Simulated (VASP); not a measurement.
CdCu2GeSe4, 8 atoms in the cell. The structure is tetragonal, space group I-42m (No. 121). The conventional cell has a = 5.748 Å, b = 5.748 Å, c = 11.053 Å, α = 90.00°, β = 90.00°, γ = 90.00°. Within 3.5 Å of Cd (site symmetry -42m) lie 4 Se at 2.65 Å. Cu (site symmetry -4) has 4 Se at 2.40 Å within 3.2 Å. Within 3.2 Å of Ge (site symmetry -42m) lie 4 Se at 2.40 Å. Within 3.2 Å of Se (site symmetry m) lie 1 Ge at 2.40 Å and 2 Cu at 2.40 Å and 1 Cd at 2.65 Å. 

* Program: VASP 6.6.1
* Task: single point
* Functional: r2SCAN
* Dispersion: D3(BJ)
* Potentials or basis: VASP PAW PBE potentials, release 64 (Cd, Cu, Ge_d, Se)
* Cutoff: 520 eV
* k mesh: 6 × 6 × 6
* Occupations: gaussian, width 0.01 eV
* Spin: no spin polarisation
* Dipole correction: no
* Further INCAR settings: ALGO = Normal; EDIFF = 1e-06; NBANDS = 46

Potentials or basis: VASP PAW PBE potentials, release 64 (Cd, Cu, Ge_d, Se).

Command:

```bash
$ cat potpaw_PBE.64/Cd/POTCAR potpaw_PBE.64/Cu/POTCAR potpaw_PBE.64/Ge_d/POTCAR potpaw_PBE.64/Se/POTCAR > POTCAR
$ cp INCAR.step1 INCAR
$ mpirun -np 1 vasp_std > vasp.out
$ cp INCAR.step2 INCAR
$ mpirun -np 1 vasp_std > vasp.out
```

Hardware: 1 thread of AMD EPYC 7R13 (shared host).

**Question.** How long does it take, and how much memory?

**Answer.** Wall time 41 min on 1 thread of AMD EPYC 7R13, on a shared host, peak memory 0.58 GiB. Counts: k points 30.
